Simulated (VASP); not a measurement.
# HgTe (zinc blende type): single point with PBE

HgTe (zinc blende type):

```
CELL_PARAMETERS angstrom
0.00000 3.33000 3.33000
3.33000 0.00000 3.33000
3.33000 3.33000 0.00000
ATOMIC_POSITIONS crystal
Hg 0.99700 0.00300 0.00300
Te 0.25000 0.25000 0.25000
```

```json
{
  "Program": "VASP 6.6.1",
  "Task": "single point",
  "Functional": "PBE",
  "Potentials or basis": "VASP PAW PBE potentials, release 64 (Hg, Te)",
  "Cutoff": "520 eV",
  "k mesh": "8 × 8 × 8",
  "Occupations": "fermi-dirac, width 0.1 eV",
  "Spin": "no spin polarisation"
}
```

The pressure is -0.1 GPa and the largest force is 0.053 eV/Å.

Forces in eV/Å, atoms in the order of the input:
```
Hg  -0.053  0.000  0.000
Te   0.053  0.000  0.000
```

Stress tensor (GPa, compression positive):
```
-0.08  0.00  0.00
 0.00 -0.08  0.15
 0.00  0.15 -0.08
```

Levels at points of the mesh, in eV from the Fermi level:
| k point | band 7 | band 8 | band 9 | band 10 | band 11 | band 12 |
| --- | --- | --- | --- | --- | --- | --- |
| (0.00, 0.00, 0.00) | -1.12 | -0.20 | -0.19 | -0.18 | 4.18 | 4.19 |
| (0.50, 0.00, 0.00) | -5.14 | -1.04 | -1.00 | 0.53 | 4.89 | 4.97 |
| (0.00, 0.50, 0.00) | -5.09 | -1.03 | -0.98 | 0.49 | 4.87 | 4.95 |
| (0.50, 0.50, 0.00) | -5.15 | -2.10 | -2.10 | 1.72 | 2.53 | 7.72 |
| (0.00, 0.50, 0.50) | -5.15 | -2.11 | -2.10 | 1.72 | 2.53 | 7.72 |

Run time: 68 s on 1 thread of AMD EPYC 9R45 96-Core Processor (Zen 5), on a shared host, peak memory 0.25 GiB.

Caveat: spin-orbit coupling is left out, which moves the levels of the heavy elements.
